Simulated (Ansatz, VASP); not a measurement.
K in VASP and in Ansatz

The input INCAR:

```
PREC     = Accurate       # precision mode
ENCUT    = 520            # plane-wave cutoff, eV
EDIFF    = 1E-6           # SCF threshold, eV
ISMEAR   = -1             # smearing method
SIGMA    = 0.05           # smearing width, eV
LREAL    = F              # projectors in reciprocal space
LASPH    = T              # aspherical terms in the spheres
NELM     = 80             # most SCF steps
ALGO     = Normal         # electronic algorithm
ISIF     = 2              # what is computed and relaxed
LWAVE    = F              # write WAVECAR
LCHARG   = F              # write CHGCAR
LDIPOL   = T            
IDIPOL   = 3            
DIPOL    = 0.5 0.5 0.500
GGA      = PE             # functional
NBANDS   = 16             # bands
```

The input KPOINTS:

```
Automatic mesh
0
Gamma
  4 5 1
```

The input POSCAR:

```
K
1.0
    8.1375084180      0.0000000000      0.0000000000
    0.0000000000      7.7663174960      0.0000000000
    0.0000000000      0.0000000000      9.0000000000
K
2
Direct
    0.3333333330      0.7500000000      0.5000000000
    0.6666666670      0.2500000000      0.5000000000
```

Input for Ansatz:

```yaml
crystal:
  lattice:
    - [8.137508418, 0.0, 0.0]
    - [0.0, 7.766317496, 0.0]
    - [0.0, 0.0, 9.0]
  atoms:
    - { symbol: K, position: [0.333333333, 0.75, 0.5] }
    - { symbol: K, position: [0.666666667, 0.25, 0.5] }
kpoints:
  mp_grid: { grid: [4, 5, 1] }
scf:
  occupations: { method: fermi_dirac, width: 0.05 }
hamiltonian:
  xc: pbe
  pseudopotentials: { kind: all_electron, lapw: { basis_error: 0.001 } }
output:
  forces: true
  stress: true
  eigenvalues: true
efield:
  axis: 3
  amplitude: 0
  dipole_correction: true
```

Alike in both runs: task single point; functional PBE; k mesh 4 × 5 × 1; occupations fermi-dirac, width 0.05 eV; no spin polarisation.

|  | VASP | Ansatz |
| --- | --- | --- |
| version | VASP 6.6.1 | Ansatz 0.2.0 |
| potentials or method | VASP PAW PBE potentials, release 64 (K_sv), cutoff 520 eV | all-electron LAPW, scalar-relativistic |

|  | VASP | Ansatz | Ansatz less VASP |
| --- | --- | --- | --- |
| rms of the force components (eV/Å) | 0.034 | 0.034 | -0.0001 |

Atom by atom the forces differ by 0.000 eV/Å (rms over components). Ansatz ran all-electron here, and VASP with PAW potentials. Ansatz's warnings: vacuum density over bound.
